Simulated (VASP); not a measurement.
AgCl: single point with LDA

Crystal: AgCl.

```xyz
2
Lattice="0.0000 2.7350 2.7350 2.7350 0.0000 2.7350 2.7350 2.7350 0.0000" Properties=species:S:1:pos:R:3 pbc="T T T"
Ag    0.0000    0.0000    0.0000
Cl    2.7350    2.7350    2.7350
```

```yaml
Program: VASP 6.6.1
Task: single point
Functional: LDA
Potentials_or_basis: VASP PAW LDA potentials, release 64 (Ag, Cl)
Cutoff: 520 eV
k_mesh: 10 × 10 × 10
Occupations: gaussian, width 0.05 eV
Spin: no spin polarisation
```

```json
{
 "Pressure": "-3.8 GPa",
 "Band gap on the k mesh": "0.64 eV, indirect (least direct gap 3.04 eV)"
}
```

Levels at points of the mesh, in eV from the valence-band top:
```tsv
k point	band 7	band 8	band 9	band 10	band 11	band 12
(0.00, 0.00, 0.00)	-2.48	-2.48	-2.48	0.64	10.73	10.73
(0.50, 0.00, 0.00)	-1.94	0.00	0.00	3.86	6.57	7.37
(0.50, 0.50, 0.00)	-2.14	-2.14	-2.03	2.05	7.80	8.52
```

Run time: 16 s on 1 thread of AMD EPYC 9R45 96-Core Processor (Zen 5) (shared host), peak memory 0.14 GiB.

A k mesh can miss the band edges. LDA gaps usually lie below the measured ones, often by a third to a half.
